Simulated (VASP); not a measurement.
# C (C2/m) in VASP: a series of runs, part 2 of 2

VASP 6.6.1. Earlier steps stand in the parts before.

## (3) Single point, PBEsol+D3(BJ) (atoms displaced along a vibrational mode)

File INCAR:

```
ALGO = Normal
EDIFF = 1E-7
ENCUT = 520
GGA = PS
ISIF = 2
ISMEAR = 0
IVDW = 12
LASPH = True
LCHARG = True
LELF = True
LREAL = False
LVHAR = True
LWAVE = False
NBANDS = 11
NELM = 100
PREC = Accurate
SIGMA = 0.05
```

File KPOINTS:

```
k-points
0
Gamma
  15 15 15
```

File POSCAR:

```
C
1.0
    1.2291305633      0.7096388616      3.2835658809
   -1.2291305633      0.7096388616      3.2835658809
    0.0000000000     -1.4192777231      3.2835658809
C
2
Direct
    0.1648548058      0.1648548058      0.1507631311
    0.8351451942      0.8351451942      0.8492368689
```

Potentials or basis: VASP PAW PBE potentials, release 64 (C).

Command:

```bash
cat potpaw_PBE.64/C/POTCAR > POTCAR
mpirun -np 1 vasp_std > vasp.out
```

OUTCAR:

```text
EDIFF = 1E-7
   ENCUT = 520
   GGA = PS
   ISIF = 2
   ISMEAR = 0
   IVDW = 12
   LASPH = True
   LREAL = False
   NELM = 100
   PREC = Accurate
 IVDW          = 12

 ion  position               nearest neighbor table
   1  0.165  0.165  0.151-   2 1.41   2 1.41   2 1.46
   2  0.835  0.835  0.849-   1 1.41   1 1.41   1 1.46

  LATTYP: Found a trigonal (rhomboedric) cell.
 ALAT       =     3.5771712497
 COS(alpha) =     0.7638725005

  Lattice vectors:

 A1 = (   1.2291305633,   0.7096388616,   3.2835658809)
 A2 = (  -1.2291305633,   0.7096388616,   3.2835658809)
 A3 = (   0.0000000000,  -1.4192777231,   3.2835658809)

Analysis of symmetry for initial positions (statically):
=====================================================================
 Subroutine PRICEL returns:
 Original cell was already a primitive cell.

 Routine SETGRP: Setting up the symmetry group for a
 trigonal (rhombohedral) supercell.

 Subroutine GETGRP returns: Found  4 space group operations
 (whereof  4 operations were pure point group operations)
 out of a pool of 12 trial point group operations.

The static configuration has the point symmetry C_2h.

Analysis of symmetry for dynamics (positions and initial velocities):
=====================================================================
 Subroutine PRICEL returns:
 Original cell was already a primitive cell.

 Routine SETGRP: Setting up the symmetry group for a
 trigonal (rhombohedral) supercell.

 Subroutine GETGRP returns: Found  4 space group operations
 (whereof  4 operations were pure point group operations)
 out of a pool of 12 trial point group operations.

The dynamic configuration has the point symmetry C_2h.

 Subroutine INISYM returns: Found  4 space group operations
 (whereof  4 operations are pure point group operations),
 and found     1 'primitive' translations

[... 120 lines left out ...]
   LHFCALC =     F    Hartree Fock is set to
   AEXX    =    0.0000 exact exchange contribution
   IVDW    =    12    specifies the selected vdW correction
   LEPSILON=     F    determine dielectric tensor
   LRPA    =     F    only Hartree local field effects (RPA)
 non-spin polarized calculation
 Gauss-broadening in eV      SIGMA  =   0.05
  energy-cutoff  :      520.00
  volume of cell :       17.18
 maximum number of plane-waves:       476
   NGX = 13   NGY = 13   NGZ = 13

 number of electron       8.0000000 magnetization

 Free energy of the ion-electron system (eV)
  ---------------------------------------------------
  ext. energy  EPLUGINS =         0.00000000
  ---------------------------------------------------
  free energy    TOTEN  =       -19.10772760 eV

  energy without entropy =      -19.10772760  energy(sigma->0) =      -19.10772760

 E-fermi :   4.8221     XC(G=0): -10.7345

 val. band max:        4.5694831496   @ k =  -0.2000   0.4000   0.0667
 cond. band min:       5.0747250925   @ k =   0.2000  -0.1333  -0.4667
 fundamental gap:      0.5052419429
 Fermi energy:         4.8220666337

 k-point     1 :       0.0000    0.0000    0.0000
  band No.  band energies     occupation
      1     -14.8341      2.00000
      2      -1.5804      2.00000
      3       1.4392      2.00000
      4       2.6428      2.00000
      5       8.6418      0.00000
      6      12.4444      0.00000
      7      14.0077      0.00000
      8      16.5845      0.00000
      9      17.7657      0.00000
     10      27.3752      0.00000
     11      31.2103      0.00000
[... 309 lines left out ...]
 k-point    24 :       0.2667    0.0667    0.0000
  band No.  band energies     occupation
      1     -13.4156      2.00000
      2      -2.1759      2.00000
      3      -0.3432      2.00000
      4       0.0288      2.00000
      5      10.2623      0.00000
      6      13.1125      0.00000
      7      13.7312      0.00000
      8      17.2722      0.00000
      9      20.1839      0.00000
     10      24.4014      0.00000
     11      28.3052      0.00000

 [... further k-points ...]

------------------------ aborting loop because EDIFF is reached ----------------------------------------

 Edisp (eV)   -0.22522

 E8    (eV) :    -0.1095

  FORCE on cell =-STRESS in cart. coord.  units (eV):
  Direction    XX          YY          ZZ          XY          YZ          ZX
  --------------------------------------------------------------------------------------
  -------------------------------------------------------------------------------------
  Total       0.67599    -0.25616    -0.33552     0.00000     0.25870     0.00000
  in kB      63.02609   -23.88343   -31.28250     0.00000    24.12000     0.00000
  external pressure =        2.62 kB  Pullay stress =        0.00 kB

 VOLUME and BASIS-vectors are now :
 -----------------------------------------------------------------------------
  energy-cutoff  :      520.00
  volume of cell :       17.18
      direct lattice vectors                 reciprocal lattice vectors
     1.229130563  0.709638862  3.283565881     0.406791609  0.234861245  0.101515653
    -1.229130563  0.709638862  3.283565881    -0.406791609  0.234861245  0.101515653
     0.000000000 -1.419277723  3.283565881     0.000000000 -0.469722490  0.101515653

 POSITION                                       TOTAL-FORCE (eV/Angst)
 -----------------------------------------------------------------------------------
      0.00000      0.02000      1.57766         0.000000     -2.043898      2.060161
      0.00000     -0.02000      8.27303         0.000000      2.043898     -2.060161
 -----------------------------------------------------------------------------------
    total drift:                               -0.000000      0.000000      0.000000

  FREE ENERGIE OF THE ION-ELECTRON SYSTEM (eV)
  ---------------------------------------------------
  free  energy   TOTEN  =       -19.3329457362 eV

  energy  without entropy=      -19.3329457362  energy(sigma->0) =      -19.33294574
```

OSZICAR:

```text
N       E                     dE             d eps       ncg     rms          rms(c)
DAV:   1     0.508598310055E+01    0.50860E+01   -0.45404E+03 20473   0.665E+02
DAV:   2    -0.196751764048E+02   -0.24761E+02   -0.23363E+02 25926   0.130E+02
DAV:   3    -0.202623773425E+02   -0.58720E+00   -0.58613E+00 24882   0.168E+01
DAV:   4    -0.202643712337E+02   -0.19939E-02   -0.19938E-02 23363   0.121E+00
DAV:   5    -0.202643779477E+02   -0.67140E-05   -0.67141E-05 25473   0.646E-02    0.636E+00
DAV:   6    -0.193830362883E+02    0.88134E+00   -0.75290E-01 23474   0.503E+00    0.367E+00
DAV:   7    -0.191061685435E+02    0.27687E+00   -0.82033E-01 24253   0.530E+00    0.961E-01
DAV:   8    -0.191078945400E+02   -0.17260E-02   -0.19074E-02 22458   0.893E-01    0.115E-01
DAV:   9    -0.191076866051E+02    0.20793E-03   -0.57808E-04 24522   0.151E-01    0.506E-02
DAV:  10    -0.191077269007E+02   -0.40296E-04   -0.69156E-05 22947   0.576E-02    0.220E-02
DAV:  11    -0.191077274512E+02   -0.55051E-06   -0.39698E-06 24422   0.121E-02    0.295E-03
DAV:  12    -0.191077276109E+02   -0.15970E-06   -0.25200E-07 23072   0.364E-03    0.994E-04
DAV:  13    -0.191077276016E+02    0.93187E-08   -0.22424E-08 20626   0.970E-04
   1 F= -.19332946E+02 E0= -.19332946E+02  d E =-.548298E-15
```

Wall time 1.7 min (1 thread of Intel Xeon 6975P-C (Granite Rapids), shared host); peak memory 0.27 GiB.

What came out:

| Item | Value |
| --- | --- |
| Free energy | -19.3329 eV |
| Pressure | 0.3 GPa |
| Largest force | 2.902 eV/Å |
| Dispersion energy per atom | -0.113 eV |

Forces on the atoms (eV/Å):
```
C    0.000 -2.044  2.060
C    0.000  2.044 -2.060
```

Stress tensor (GPa, compression positive):
```
 6.30  0.00  0.00
 0.00 -2.39  2.41
 0.00  2.41 -3.13
```

Caveat: the cell differs from its parent crystal (atoms displaced along a vibrational mode); the PAW data sets were made with another functional, which shifts forces and pressure a little.

## (4) Single point, PBEsol+D3(BJ) (atoms displaced along a vibrational mode)

File INCAR:

```
  PREC = Accurate
  ENCUT = 520
  EDIFF = 1E-6
  ISMEAR = 0
  SIGMA = 0.05
  LREAL = False
  LASPH = True
  NELM = 60
  ALGO = Normal
  ISIF = 2
  LWAVE = False
  LCHARG = True
  GGA = PS
  IVDW = 12
  LELF = True
  LVHAR = True
  NBANDS = 11
```

File KPOINTS:

```
regular mesh
0
Gamma
  15 15 15
```

File POSCAR:

```
C
1.0
    1.2291305633      0.7096388616      3.2835658809
   -1.2291305633      0.7096388616      3.2835658809
    0.0000000000     -1.4192777231      3.2835658809
C
2
Direct
    0.1777066874      0.1777066874      0.1636150127
    0.8222933126      0.8222933126      0.8363849873
```

Command:

```bash
cat potpaw_PBE.64/C/POTCAR > POTCAR
mpirun -np 1 vasp_std > vasp.out
```

Run time: 86 s. Hardware: 1 thread of Intel Xeon 6975P-C (Granite Rapids), shared host; peak memory 0.27 GiB.

It converged, with:

```yaml
Free_energy: -19.3327 eV
Pressure: 0.4 GPa
Largest_force: 2.904 eV/Å
Dispersion_energy_per_atom: -0.113 eV
```

Forces on the atoms (eV/Å):
```
C    0.000 -2.031 -2.075
C    0.000  2.031  2.075
```

Stress tensor (GPa, compression positive):
```
 5.97  0.00  0.00
 0.00 -2.45 -2.37
 0.00 -2.37 -2.36
```

Caveat: the cell differs from its parent crystal (atoms displaced along a vibrational mode); the PAW data sets were made with another functional, which shifts forces and pressure a little.

## (5) Single point, PBEsol+D3(BJ) (atoms displaced along a vibrational mode)

File INCAR:

```
PREC = Accurate
ENCUT = 520
EDIFF = 1E-6
ISMEAR = 0
SIGMA = 0.05
LREAL = F
LASPH = T
NELM = 100
ALGO = Normal
ISIF = 2
LWAVE = F
LCHARG = F
GGA = PS
IVDW = 12
NBANDS = 11
```

File KPOINTS:

```
Automatic mesh
0
Gamma
  15 15 15
```

File POSCAR:

```
C
1.0
    1.2291305633      0.7096388616      3.2835658809
   -1.2291305633      0.7096388616      3.2835658809
    0.0000000000     -1.4192777231      3.2835658809
C
2
Direct
    0.1791960177      0.1791960177      0.1510126683
    0.8208039823      0.8208039823      0.8489873317
```

Command:

```bash
cat potpaw_PBE.64/C/POTCAR > POTCAR
mpirun -np 1 vasp_std > vasp.out
```

It took 84 s on 1 thread of Intel Xeon 6975P-C (Granite Rapids), shared host; peak memory 0.27 GiB.

The run converged. Its results:

| Property | Result |
| --- | --- |
| Free energy | -19.3099 eV |
| Pressure | 3.2 GPa |
| Largest force | 4.058 eV/Å |
| Dispersion energy per atom | -0.113 eV |

Forces on the atoms (eV/Å):
```
C    0.000 -3.933 -0.999
C    0.000  3.933  0.999
```

Stress tensor (GPa, compression positive):
```
13.64  0.00  0.00
 0.00 -3.72 -2.25
 0.00 -2.25 -0.41
```

Caveat: the cell differs from its parent crystal (atoms displaced along a vibrational mode); the cell stands under pressure; the PAW data sets were made with another functional, which shifts forces and pressure a little.

## (6) Summary

| cell | pressure (GPa) | largest force (eV/Å) |
| --- | --- | --- |
| as given, atomic positions A | 1.0 | 4.77 |
| as given, atomic positions B | 0.3 | 2.90 |
| as given, atomic positions C | 0.4 | 2.90 |
| as given, atomic positions D | 3.2 | 4.06 |

Alike in all rows: task single point; level PBEsol+D3(BJ); potentials or basis VASP PAW PBE potentials, release 64 (C); no spin polarisation; k mesh 15 × 15 × 15; cutoff (eV) 520; smearing gaussian 0.05 eV.

Caveats: the PAW data sets were made with another functional, which shifts forces and pressure a little; the cell stands under pressure (at least some runs).

Absolute energies hang on the potentials; compare differences alone.
